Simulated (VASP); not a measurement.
# Sc3PdRu (Pm-3m) in VASP: a series of runs

Runs on Sc3PdRu. Level: PBE. Tasks: single point, relaxation of cell and atoms.

All numbers are computed with VASP 6.6.1; they aren't measurements. Logs are shortened: lines on timing, memory, paths and dates and some standing lists are left out, and cuts for length are marked.

**1. The cell of the first run**

The structure is cubic, space group Pm-3m (No. 221). Conventional cell: a = 4.907 Å, b = 4.907 Å, c = 4.907 Å, α = 90.00°, β = 90.00°, γ = 90.00°. Within 3.2 Å of Sc (site symmetry 4/mmm) lie 2 Ru at 2.45 Å. Ru (site symmetry m-3m) has 6 Sc at 2.45 Å within 3.2 Å. Within 4.6 Å of Pd (site symmetry m-3m) lie 12 Sc at 3.47 Å and 8 Ru at 4.25 Å.

**2. Single point, PBE**

Input file INCAR:

```
SYSTEM = Sc3PdRu
PREC     = Accurate       ! precision mode
ENCUT    = 520            ! plane-wave cutoff, eV
EDIFF    = 1E-6           ! SCF threshold, eV
ISMEAR   = 0              ! smearing method
SIGMA    = 0.1            ! smearing width, eV
LREAL    = .False.        ! projectors in reciprocal space
LASPH    = .True.         ! aspherical terms in the spheres
NELM     = 60             ! most SCF steps
ALGO     = Fast           ! electronic algorithm
ISIF     = 2              ! what is computed and relaxed
LWAVE    = .False.        ! write WAVECAR
LCHARG   = .True.         ! write CHGCAR
GGA      = PE             ! functional
LELF     = .True.         ! ELF
LVHAR    = .True.       
NBANDS   = 36             ! bands
```

Input file KPOINTS:

```
regular mesh
0
Gamma
  8 8 8
  0 0 0
```

Input file POSCAR:

```
Sc3PdRu
1.0
    4.9066316291      0.0000000000      0.0000000000
    0.0000000000      4.9066316291      0.0000000000
    0.0000000000      0.0000000000      4.9066316291
Sc Ru Pd
3 1 1
Direct
    0.0000000000      0.5000000000      0.5000000000
    0.5000000000      0.0000000000      0.5000000000
    0.5000000000      0.5000000000      0.0000000000
    0.5000000000      0.5000000000      0.5000000000
    0.0000000000      0.0000000000      0.0000000000
```

Potentials or basis: VASP PAW PBE potentials, release 64 (Sc_sv, Ru_pv, Pd).

The run is started by

```sh
$ cat potpaw_PBE.64/Sc_sv/POTCAR potpaw_PBE.64/Ru_pv/POTCAR potpaw_PBE.64/Pd/POTCAR > POTCAR
$ mpirun -np 1 vasp_std > vasp.out
```

OUTCAR:

```text
SYSTEM = Sc3PdRu
   PREC = Accurate
   ENCUT = 520
   EDIFF = 1E-6
   ISMEAR = 0
   LREAL = .False.
   LASPH = .True.
   NELM = 60
   ISIF = 2
   GGA = PE

 ion  position               nearest neighbor table
   1  0.000  0.500  0.500-   4 2.45   4 2.45
   2  0.500  0.000  0.500-   4 2.45   4 2.45
   3  0.500  0.500  0.000-   4 2.45   4 2.45
   4  0.500  0.500  0.500-   1 2.45   2 2.45   3 2.45   3 2.45   2 2.45   1 2.45
   5  0.000  0.000  0.000-

  LATTYP: Found a simple cubic cell.
 ALAT       =     4.9066316291

  Lattice vectors:

 A1 = (   4.9066316291,   0.0000000000,   0.0000000000)
 A2 = (   0.0000000000,   4.9066316291,   0.0000000000)
 A3 = (   0.0000000000,   0.0000000000,   4.9066316291)

Analysis of symmetry for initial positions (statically):
=====================================================================
 Subroutine PRICEL returns:
 Original cell was already a primitive cell.

 Routine SETGRP: Setting up the symmetry group for a
 simple cubic supercell.

 Subroutine GETGRP returns: Found 48 space group operations
 (whereof 48 operations were pure point group operations)
 out of a pool of 48 trial point group operations.

The static configuration has the point symmetry O_h .

Analysis of symmetry for dynamics (positions and initial velocities):
=====================================================================
 Subroutine PRICEL returns:
 Original cell was already a primitive cell.

 Routine SETGRP: Setting up the symmetry group for a
 simple cubic supercell.

 Subroutine GETGRP returns: Found 48 space group operations
 (whereof 48 operations were pure point group operations)
 out of a pool of 48 trial point group operations.

The dynamic configuration has the point symmetry O_h .

 Subroutine INISYM returns: Found 48 space group operations
 (whereof 48 operations are pure point group operations),
 and found     1 'primitive' translations

----------------------------------------------------------------------------------------

                                     Primitive cell

  volume of cell :     118.1273

  direct lattice vectors                    reciprocal lattice vectors
     4.906631629  0.000000000  0.000000000     0.203805803  0.000000000  0.000000000
     0.000000000  4.906631629  0.000000000     0.000000000  0.203805803  0.000000000
     0.000000000  0.000000000  4.906631629     0.000000000  0.000000000  0.203805803

  length of vectors
     4.906631629  4.906631629  4.906631629     0.203805803  0.203805803  0.203805803

  position of ions in fractional coordinates (direct lattice)
     0.000000000  0.500000000  0.500000000
     0.500000000  0.000000000  0.500000000
     0.500000000  0.500000000  0.000000000
     0.500000000  0.500000000  0.500000000
     0.000000000  0.000000000  0.000000000

  ion indices of the primitive-cell ions
   primitive index   ion index
                 1           1
                 2           2
                 3           3
                 4           4
                 5           5

----------------------------------------------------------------------------------------

 KPOINTS: regular mesh

Automatic generation of k-mesh.
 Grid dimensions read from file:
 generate k-points for:    8    8    8

 Generating k-lattice:

  Cartesian coordinates                     Fractional coordinates (reciprocal lattice)
     0.025475725  0.000000000  0.000000000     0.125000000  0.000000000  0.000000000
     0.000000000  0.025475725  0.000000000     0.000000000  0.125000000  0.000000000
     0.000000000  0.000000000  0.025475725     0.000000000  0.000000000  0.125000000

  Length of vectors
     0.025475725  0.025475725  0.025475725

  Shift w.r.t. Gamma in fractional coordinates (k-lattice)
     0.000000000  0.000000000  0.000000000

 Subroutine IBZKPT returns following result:
 ===========================================

 Found     35 irreducible k-points:

 Following reciprocal coordinates:
            Coordinates               Weight
  0.000000  0.000000  0.000000      1.000000
  0.125000  0.000000  0.000000      6.000000
  0.250000  0.000000  0.000000      6.000000
  0.375000  0.000000  0.000000      6.000000
  0.500000  0.000000  0.000000      3.000000
  0.125000  0.125000  0.000000     12.000000
[... 16 lines left out ...]
  0.375000  0.375000  0.125000     24.000000
  0.500000  0.375000  0.125000     24.000000
 [... further k-points ...]
   k-points           NKPTS =     35   k-points in BZ     NKDIM =     35   number of bands    NBANDS=     36
   number of dos      NEDOS =    301   number of ions     NIONS =      5
   total plane-waves  NPLWV =  46656
   dimension x,y,z NGX =    36 NGY =   36 NGZ =   36
   dimension x,y,z NGXF=    72 NGYF=   72 NGZF=   72
   ions per type =               3   1   1
   NGX,Y,Z   is equivalent  to a cutoff of  12.20, 12.20, 12.20 a.u.
   NGXF,Y,Z  is equivalent  to a cutoff of  24.39, 24.39, 24.39 a.u.
 SYSTEM =  Sc3PdRu
   PREC   = accura    normal or accurate (medium, high low for compatibility)
   ISTART =      0    job   : 0-new  1-cont  2-samecut
   ICHARG =      2    charge: 1-file 2-atom 10-const
   ISPIN  =      1    spin polarized calculation?
   LNONCOLLINEAR =      F non collinear calculations
   LSORBIT =      F    spin-orbit coupling
   LASPH  =      T    aspherical Exc in radial PAW
   ENCUT  =  520.0 eV  38.22 Ry    6.18 a.u.   9.12  9.12  9.12*2*pi/ulx,y,z
   NELM   =     60;   NELMIN=  2; NELMDL= -5     # of ELM steps
   EDIFF  = 0.1E-05   stopping-criterion for ELM
   LREAL  =      F    real-space projection
   EDIFFG = 0.1E-04   stopping-criterion for IOM
   NSW    =      0    number of steps for IOM
   IBRION =     -1    ionic relax: 0-MD 1-quasi-New 2-CG
   NFREE  =      0    steps in history (QN), initial steepest desc. (CG)
   ISIF   =      2    stress and relaxation
   ISYM   =      2    0-nonsym 1-usesym 2-fastsym
   POTIM  = 0.5000    time-step for ionic-motion
   TEBEG  =    0.0;   TEEND  =   0.0 temperature during run
   PSTRESS=    0.0 pullay stress
   NELECT =      57.0000    total number of electrons
   NUPDOWN=      -1.0000    fix difference up-down
   EMIN   =  10.00;   EMAX   =-10.00  energy-range for DOS
   EFERMI =   0.00;   METHOD = LEGACY
   ISMEAR =     0;   SIGMA  =   0.10  broadening in eV -4-tet -1-fermi 0-gaus
   EFERMI_NEDOS =   21; number of points for ismear=-14 and -15
   IALGO  =     68    algorithm
   IMIX   =      4    mixing-type and parameters
     AMIX     =   0.40;   BMIX     =  1.00
     AMIX_MAG =   1.60;   BMIX_MAG =  1.00
  volume/ion in A,a.u.               =      23.63       159.43
  Fermi-wavevector in a.u.,A,eV,Ry     =   1.284053  2.426509 22.433183  1.648792
  Thomas-Fermi vector in A             =   2.416270
   LORBIT       =      0    0 simple, 1 ext, 2 COOP (PROOUT), +10 PAW based schemes
   GGA     = PE    functional components
   LHFCALC =     F    Hartree Fock is set to
   AEXX    =    0.0000 exact exchange contribution
   IVDW    =     0    specifies the selected vdW correction
   LEPSILON=     F    determine dielectric tensor
   LRPA    =     F    only Hartree local field effects (RPA)
 non-spin polarized calculation
 RMM-DIIS sequential band-by-band and
 Gauss-broadening in eV      SIGMA  =   0.10
  energy-cutoff  :      520.00
  volume of cell :      118.13
 maximum number of plane-waves:      3197
   NGX = 19   NGY = 19   NGZ = 19

 number of electron      57.0000003 magnetization

 Free energy of the ion-electron system (eV)
  ---------------------------------------------------
  ext. energy  EPLUGINS =         0.00000000
  ---------------------------------------------------
  free energy    TOTEN  =       -33.60147122 eV

  energy without entropy =      -33.58643940  energy(sigma->0) =      -33.59395531

 E-fermi :   4.5559     XC(G=0): -10.0908

 val. band max:        4.5444512212   @ k =   0.3750   0.2500   0.2500
 cond. band min:       4.6400262946   @ k =   0.5000   0.3750   0.1250
 fundamental gap:      0.0955750734
 Fermi energy:         4.5558793082

 k-point     1 :       0.0000    0.0000    0.0000
  band No.  band energies     occupation
      1     -45.2872      2.00000
      2     -45.2631      2.00000
      3     -45.2631      2.00000
      4     -37.6530      2.00000
      5     -37.6530      2.00000
      6     -37.6530      2.00000
[... 28 lines left out ...]
     35       7.6485      0.00000
     36       7.8388      0.00000

 k-point     2 :       0.1250    0.0000    0.0000
  band No.  band energies     occupation
      1     -45.2870      2.00000
      2     -45.2651      2.00000
      3     -45.2631      2.00000
      4     -37.6529      2.00000
      5     -37.6529      2.00000
      6     -37.6467      2.00000
[... 28 lines left out ...]
     35       6.7808      0.00000
     36       7.8176      0.00000

 k-point     3 :       0.2500    0.0000    0.0000
  band No.  band energies     occupation
      1     -45.2863      2.00000
      2     -45.2701      2.00000
      3     -45.2631      2.00000
      4     -37.6529      2.00000
      5     -37.6529      2.00000
      6     -37.6315      2.00000
[... 28 lines left out ...]
     35       6.7060      0.00000
     36       7.7566      0.00000

 k-point     4 :       0.3750    0.0000    0.0000
  band No.  band energies     occupation
      1     -45.2848      2.00000
      2     -45.2758      2.00000
      3     -45.2631      2.00000
      4     -37.6528      2.00000
      5     -37.6528      2.00000
      6     -37.6163      2.00000
[... 28 lines left out ...]
     35       6.6861      0.00000
     36       7.1208      0.00000

 k-point     5 :       0.5000    0.0000    0.0000
  band No.  band energies     occupation
      1     -45.2833      2.00000
      2     -45.2791      2.00000
      3     -45.2630      2.00000
      4     -37.6528      2.00000
      5     -37.6528      2.00000
      6     -37.6100      2.00000
[... 655 lines left out ...]
 k-point    22 :       0.5000    0.2500    0.1250
  band No.  band energies     occupation
      1     -45.2833      2.00000
      2     -45.2807      2.00000
      3     -45.2693      2.00000
      4     -37.6464      2.00000
      5     -37.6313      2.00000
      6     -37.6099      2.00000
[... 28 lines left out ...]
     35       6.4725      0.00000
     36       6.6721      0.00000

 k-point    23 :       0.3750    0.3750    0.1250
  band No.  band energies     occupation
      1     -45.2841      2.00000
      2     -45.2803      2.00000
      3     -45.2714      2.00000
      4     -37.6463      2.00000
      5     -37.6161      2.00000
      6     -37.6161      2.00000
[... 28 lines left out ...]
     35       6.3368      0.00000
     36       6.7112      0.00000

 k-point    24 :       0.5000    0.3750    0.1250
  band No.  band energies     occupation
      1     -45.2833      2.00000
      2     -45.2823      2.00000
      3     -45.2720      2.00000
      4     -37.6463      2.00000
      5     -37.6161      2.00000
      6     -37.6098      2.00000
[... 28 lines left out ...]
     35       6.2639      0.00000
     36       6.4609      0.00000

 [... further k-points ...]
[... 5 lines left out ...]
  --------------------------------------------------------------------------------------
  -------------------------------------------------------------------------------------
  Total        0.1869196      0.1869196      0.1869196     -0.0000000     -0.0000000      0.0000000
  in kB        2.5352159      2.5352159      2.5352159     -0.0000000     -0.0000000      0.0000000
  external PRESSURE =       2.5352159 kB  Pullay stress =       0.0000000 kB

 VOLUME and BASIS-vectors are now :
 -----------------------------------------------------------------------------
  energy-cutoff  :      520.00
  volume of cell :      118.13
      direct lattice vectors                 reciprocal lattice vectors
     4.906631629  0.000000000  0.000000000     0.203805803  0.000000000  0.000000000
     0.000000000  4.906631629  0.000000000     0.000000000  0.203805803  0.000000000
     0.000000000  0.000000000  4.906631629     0.000000000  0.000000000  0.203805803

 POSITION                                       TOTAL-FORCE (eV/Angst)
 -----------------------------------------------------------------------------------
      0.00000      2.45332      2.45332         0.000000      0.000000      0.000000
      2.45332      0.00000      2.45332         0.000000      0.000000      0.000000
      2.45332      2.45332      0.00000         0.000000      0.000000      0.000000
      2.45332      2.45332      2.45332         0.000000      0.000000      0.000000
      0.00000      0.00000      0.00000         0.000000      0.000000      0.000000
 -----------------------------------------------------------------------------------
    total drift:                                0.000000      0.000000      0.000000

  FREE ENERGIE OF THE ION-ELECTRON SYSTEM (eV)
  ---------------------------------------------------
  free  energy   TOTEN  =       -33.6014712160 eV

  energy  without entropy=      -33.5864393972  energy(sigma->0) =      -33.59395531
```

Wall time 2.1 min (1 thread of Oxide Virtual Turin-like, shared host); peak memory 0.27 GiB.

Results:

```
Free energy            : -33.6015 eV
Pressure               : 0.3 GPa
Band gap on the k mesh : zero (an odd number of electrons rules out a gap without spin polarisation)
```

**3. Relaxation of cell and atoms, PBE**

This run uses another cell than the first one, of 23.56 Å³/atom.

Input file INCAR:

```
PREC = Accurate ; ENCUT = 600
EDIFF = 1E-6 ; ISMEAR = 0
SIGMA = 0.1 ; LREAL = F
LASPH = T ; NELM = 80
ALGO = Fast ; ISIF = 3
LWAVE = F ; LCHARG = F
GGA = PE ; IBRION = 2
NSW = 100 ; EDIFFG = -0.01
```

Input file KPOINTS:

```
regular mesh
0
Gamma
  8 8 8
```

Changes to POSCAR since step 2:

```diff
@@ -2,5 +2,5 @@
 1.0
-    4.9066316291      0.0000000000      0.0000000000
-    0.0000000000      4.9066316291      0.0000000000
-    0.0000000000      0.0000000000      4.9066316291
+    4.9023291962      0.0000000000      0.0000000000
+    0.0000000000      4.9023291962      0.0000000000
+    0.0000000000      0.0000000000      4.9023291962
 Sc Ru Pd
```

Potentials or basis: VASP PAW PBE potentials, release 64 (Sc_sv, Ru_pv, Pd).

The run is started by

```sh
$ cat potpaw_PBE.64/Sc_sv/POTCAR potpaw_PBE.64/Ru_pv/POTCAR potpaw_PBE.64/Pd/POTCAR > POTCAR
$ mpirun -np 1 vasp_std > vasp.out
```

It took 4.7 min on 1 thread of Oxide Virtual Turin-like, shared host; peak memory 0.33 GiB.

Results (log left out):

```
Free energy                           : -33.6015 eV
Relaxed volume                        : 23.71 Å³/atom
Relaxed cell                          : a = 4.913 Å, b = 4.913 Å, c = 4.913 Å, α = 90.00°, β = 90.00°, γ = 90.00°
Space group after relaxing (to 0.1 Å) : Pm-3m (No. 221)
Energy gained by relaxing             : 0.2 meV/atom
Ionic steps                           : 3
Pressure after relaxing               : 0.0 GPa
Band gap on the k mesh                : zero (an odd number of electrons rules out a gap without spin polarisation)
```

Step by step:
```csv
step,energy change (eV),largest force (eV/Å),pressure (GPa),volume (Å³)
1,0.0000,0.0000,0.47,117.82
2,-0.0007,0.0000,-0.26,119.00
3,-0.0011,0.0000,-0.03,118.56
```

Final structure:
```
CELL_PARAMETERS angstrom
4.91260 0.00000 0.00000
0.00000 4.91260 0.00000
0.00000 0.00000 4.91260
ATOMIC_POSITIONS crystal
Sc 0.00000 0.50000 0.50000
Sc 0.50000 0.00000 0.50000
Sc 0.50000 0.50000 0.00000
Ru 0.50000 0.50000 0.50000
Pd 0.00000 0.00000 0.00000
```

Levels at points of the mesh, in eV from the Fermi level:
| k point | band 25 | band 26 | band 27 | band 28 | band 29 | band 30 | band 31 | band 32 |
| --- | --- | --- | --- | --- | --- | --- | --- | --- |
| (0.00, 0.00, 0.00) | -1.80 | -1.80 | -1.73 | 0.69 | 0.69 | 1.28 | 1.28 | 1.28 |
| (0.50, 0.00, 0.00) | -1.97 | -1.79 | -1.63 | -0.36 | 0.74 | 0.74 | 1.22 | 1.30 |
| (0.50, 0.50, 0.00) | -1.64 | -1.64 | -1.33 | -0.64 | -0.54 | -0.03 | 0.33 | 0.54 |
| (0.50, 0.50, 0.50) | -1.27 | -1.27 | -0.55 | -0.53 | -0.53 | -0.53 | 1.07 | 1.11 |

The gap in the log of VASP goes by the Fermi energy; the results here count the filled bands.